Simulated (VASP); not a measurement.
Write the native input for VASP 6.6.1 that does the following.

| Property | Result |
| --- | --- |
| Task | single point |
| Functional | PBE |
| Potentials or basis | VASP PAW PBE potentials, release 64 (Lu) |
| Cutoff | 520 eV |
| k mesh | 10 × 10 × 10 |
| Occupations | fermi-dirac, width 0.1 eV |
| Spin | non-collinear spin, zero start, spin-orbit coupling |
| Starting moments | [[0.0, 0.0, 0.0]] μB |
| Dipole correction | no |
| Further INCAR settings | ALGO = Normal; EDIFF = 1e-06; NBANDS = 36 |

The structure of Lu lies in POSCAR:

```
Lu
1.0
    3.2072444400      0.0000000000      0.0000000000
    0.0000000000      3.2072444400      0.0000000000
    0.0000000000      0.0000000000      3.2072444400
Lu
1
Direct
    0.0000000000      0.0000000000      0.0000000000
```

This isn't the form of Lu at room conditions, which is hcp.

These files were run (other wordings do the same):

INCAR

```
ALGO = Normal
EDIFF = 1E-6
ENCUT = 520
GGA = PE
GGA_COMPAT = F
ISIF = 2
ISMEAR = -1
LASPH = T
LCHARG = F
LNONCOLLINEAR = T
LORBIT = 11
LORBMOM = T
LREAL = F
LSORBIT = T
LWAVE = F
MAGMOM = 0 0 0
NBANDS = 36
NELM = 150
PREC = Accurate
SIGMA = 0.1
```

KPOINTS

```
k-points
0
Gamma
  10 10 10
```

Potentials or basis: VASP PAW PBE potentials, release 64 (Lu).

The run is started by

```bash
$ cat potpaw_PBE.64/Lu/POTCAR > POTCAR
$ mpirun -np 1 vasp_ncl > vasp.out
```

Results of the run:

The pressure is -0.1 GPa, the net moment is 0.00 μB per cell and the valence electrons inside the program's atomic spheres are Lu 23.16.

Wall time 88 s on 1 thread of Intel(R) Xeon(R) Platinum 8259CL CPU @ 2.50GHz (Skylake/Cascade Lake), with other jobs on the host, peak memory 0.27 GiB.
